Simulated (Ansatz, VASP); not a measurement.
# Two plane-wave programs on ZrB2

```xyz
3
Lattice="3.1331 0.0000 0.0000 -1.5666 2.7134 0.0000 0.0000 0.0000 3.4887" Properties=species:S:1:pos:R:3 pbc="T T T"
Zr    0.0000    0.0000    0.0000
B     0.0000    1.8089    1.7443
B     1.5666    0.9045    1.7443
```

Alike in both runs: functional LDA; k mesh 21 × 21 × 18; occupations gaussian, width 0.1 eV; no spin polarisation.

Ansatz relaxed the structure, and its values are those at the end. VASP's run is a single point on that final structure, the one shown.

|  | VASP | Ansatz |
| --- | --- | --- |
| version | VASP 6.6.1 | Ansatz 0.2.0 |
| potentials or method | VASP PAW LDA potentials, release 64 (Zr_sv, B), cutoff 520 eV | scalar-relativistic, plane waves, PAW |
| valence electrons in the cell | 18 | 18 |

Ansatz gave:

```
gap on the k mesh at the Fermi level (eV) : none
pressure (GPa)                            : 0.0
```

**Question.** Which values does VASP return?

**Answer.** gap on the k mesh at the Fermi level (eV): none; pressure (GPa): 0.5.

Ansatz warns that its potentials were made for another functional, while VASP's fit it. LDA's correlation is that of Perdew and Zunger in VASP and of Perdew and Wang (1992) in Ansatz. A gap of «none» marks a metal or a gap that the smearing closes.
